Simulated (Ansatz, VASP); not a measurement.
**One calculation of Ni, two programs**

```xyz
4
Lattice="2.4078 0.0000 0.0000 -1.2039 2.0852 0.0000 0.0000 0.0000 7.8803" Properties=species:S:1:pos:R:3 pbc="T T T"
Ni   -1.2039    2.0852    7.8803
Ni   -1.2039    2.0852    3.9402
Ni    0.0000    1.3902    1.9701
Ni    1.2039    0.6951    5.9102
```

Alike in both runs: task single point; functional RPBE; k mesh 16 × 16 × 5; occupations fermi-dirac, width 0.05 eV; collinear spin.

```csv
,VASP,Ansatz
version,VASP 6.6.1,Ansatz 0.2.0
potentials or method,"VASP PAW PBE potentials, release 64 (Ni), cutoff 520 eV","plane waves (420 eV) with PAW, scalar-relativistic"
valence electrons in the cell,40,72
```

Ansatz gave:

```
net moment per atom (μB)                                      : 0.60
size of the moment on the site where the two differ most (μB) : 0.64
```

Question: What did VASP give for the same quantities?

Answer: net moment per atom (μB): 0.59; size of the moment on the site where the two differ most (μB): 0.60.

VASP's potentials were made for PBE, not for RPBE. Site moments also hang on the region over which each program counts them. VASP's potentials hold 40 valence electrons a cell and Ansatz's 72, so a difference there can come from the potentials and not from the codes.
